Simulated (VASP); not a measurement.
# Si: single point with PBE

The system is Si.

```
CELL_PARAMETERS angstrom
0.00000 2.75120 2.75120
2.75120 0.00000 2.75120
2.75120 2.75120 0.00000
ATOMIC_POSITIONS crystal
Si 0.50000 0.50000 0.50000
Si 0.75000 0.75000 0.75000
```

This cell differs from its parent crystal: volume scaled by 1.04.

```
Program                : VASP 6.6.1
Task                   : single point
Functional             : PBE
Potentials or basis    : VASP PAW PBE potentials, release 64 (Si)
Cutoff                 : 520 eV
k mesh                 : 11 × 11 × 11
Occupations            : fermi-dirac, width 0.08 eV
Spin                   : no spin polarisation
Dipole correction      : no
Further INCAR settings : ALGO = Normal; EDIFF = 1e-06; NBANDS = 11
```

| Quantity | Value |
| --- | --- |
| Pressure | -1.6 GPa |
| Band gap on the k mesh | 0.67 eV, indirect (least direct gap 2.55 eV) |

Levels at points of the mesh, in eV from the valence-band top:
```tsv
k point	band 1	band 2	band 3	band 4	band 5	band 6	band 7	band 8
(0.00, 0.00, 0.00)	-11.69	0.00	0.00	0.00	2.55	2.55	2.55	2.93
```

Run time: 31 s on 1 thread of Intel Xeon 8259CL (shared host), peak memory 0.16 GiB.

 A k mesh can miss the band edges.
